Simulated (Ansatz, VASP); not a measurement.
One calculation of LiH, two programs

```
CELL_PARAMETERS angstrom
0.00000 2.00862 2.00862
2.00862 0.00000 2.00862
2.00862 2.00862 0.00000
ATOMIC_POSITIONS crystal
Li 0.53200 0.03100 0.20600
H 0.03200 0.53100 0.70600
```

Alike in both runs: task single point; functional PBEsol; k mesh 6 × 6 × 6; occupations gaussian, width 0.27 eV; no spin polarisation.

```csv
,VASP,Ansatz
version,VASP 6.6.1,Ansatz 0.2.0
potentials or method,"VASP PAW PBE potentials, release 64 (Li_sv, H), cutoff 520 eV","scalar-relativistic, plane waves, PAW"
valence electrons in the cell,4,4
```

|  | VASP | Ansatz | Ansatz less VASP |
| --- | --- | --- | --- |
| gap on the k mesh at the Fermi level (eV) | 2.75 | 2.75 | +0.001 |
| least direct gap on the mesh (eV) | 2.75 | 2.75 | +0.001 |

VASP's potentials were made for PBE, not for PBEsol.

The k mesh is coarse, so the values compare programs but aren't converged. Noted on VASP's run: the cutoff is short for stress, so the pressure is rough.
